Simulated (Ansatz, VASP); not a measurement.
# One calculation of SiC, two programs

The input INCAR:

```
SYSTEM = SiC
PREC     = Accurate       ! precision mode
ENCUT    = 520            ! plane-wave cutoff, eV
EDIFF    = 1E-6           ! SCF threshold, eV
ISMEAR   = 0              ! smearing method
SIGMA    = 0.05           ! smearing width, eV
LREAL    = .FALSE.        ! projectors in reciprocal space
LASPH    = .TRUE.         ! aspherical terms in the spheres
NELM     = 80             ! most SCF steps
ALGO     = Normal         ! electronic algorithm
ISIF     = 2              ! what is computed and relaxed
LWAVE    = .FALSE.        ! write WAVECAR
LCHARG   = .TRUE.         ! write CHGCAR
GGA      = PE             ! functional
LELF     = .TRUE.         ! ELF
LVHAR    = .TRUE.       
NBANDS   = 26             ! bands
```

Contents of KPOINTS:

```
regular mesh
0
G
  12 12 4
  0 0 0
```

The input POSCAR:

```
SiC
1.0
    2.9908455788      0.1689860783     -0.2513160504
   -1.3490765526      2.6066894424      0.1274433559
   -0.8228760648      0.0067499761     10.4988709509
Si C
4 4
Direct
    0.6342132562      0.4046002601      0.9396448644
    0.4477016565      0.7419940784      0.4535220953
   -0.0754323634     -0.0605782902      0.7029791515
    0.0768264972      0.0638286613      0.1698879863
    0.6284114114      0.2686456929      0.7565373077
    0.3237300150      0.6289433089      0.2331847189
   -0.0443947375     -0.0780640479      0.5016680233
    0.0089442645      0.0306303365     -0.0054261474
```

Input for Ansatz:

```yaml
crystal:
  lattice:
    - [2.9908455788, 0.1689860783, -0.2513160504]
    - [-1.3490765526, 2.6066894424, 0.1274433559]
    - [-0.8228760648, 0.0067499761, 10.4988709509]
  atoms:
    - { symbol: Si, position: [0.6342132562, 0.4046002601, 0.9396448644] }
    - { symbol: Si, position: [0.4477016565, 0.7419940784, 0.4535220953] }
    - { symbol: Si, position: [-0.0754323634, -0.0605782902, 0.7029791515] }
    - { symbol: Si, position: [0.0768264972, 0.0638286613, 0.1698879863] }
    - { symbol: C, position: [0.6284114114, 0.2686456929, 0.7565373077] }
    - { symbol: C, position: [0.323730015, 0.6289433089, 0.2331847189] }
    - { symbol: C, position: [-0.0443947375, -0.0780640479, 0.5016680233] }
    - { symbol: C, position: [0.0089442645, 0.0306303365, -0.0054261474] }
basis:
  ecutwfc: 420
kpoints:
  mp_grid: { grid: [12, 12, 4] }
hamiltonian:
  xc: pbe
scf:
  occupations: { method: gaussian, width: 0.05 }
output:
  forces: true
  stress: true
  eigenvalues: true
```

Change from the starting cell: all atoms moved at random (sigma 0.15 Å a component), cell strained at random (sigma 0.05).

Alike in both runs: task single point; functional PBE; k mesh 12 × 12 × 4; occupations gaussian, width 0.05 eV; no spin polarisation.

```csv
,VASP,Ansatz
version,VASP 6.6.1,Ansatz 0.2.0
potentials or method,"VASP PAW PBE potentials, release 64 (Si, C), cutoff 520 eV","scalar-relativistic, plane waves, PAW"
valence electrons in the cell,32,32
```

```csv
,VASP,Ansatz,Ansatz less VASP
gap on the k mesh at the Fermi level (eV),none,none,-
pressure (GPa),25.7,26.0,+0.31
"traceless stress, the component that is largest in VASP (GPa)",30.39,30.49,+0.105
rms of the force components (eV/Å),6.844,6.911,+0.0664
```

Atom by atom the forces differ by 0.070 eV/Å (rms over components). A gap of «none» marks a metal or a gap that the smearing closes.
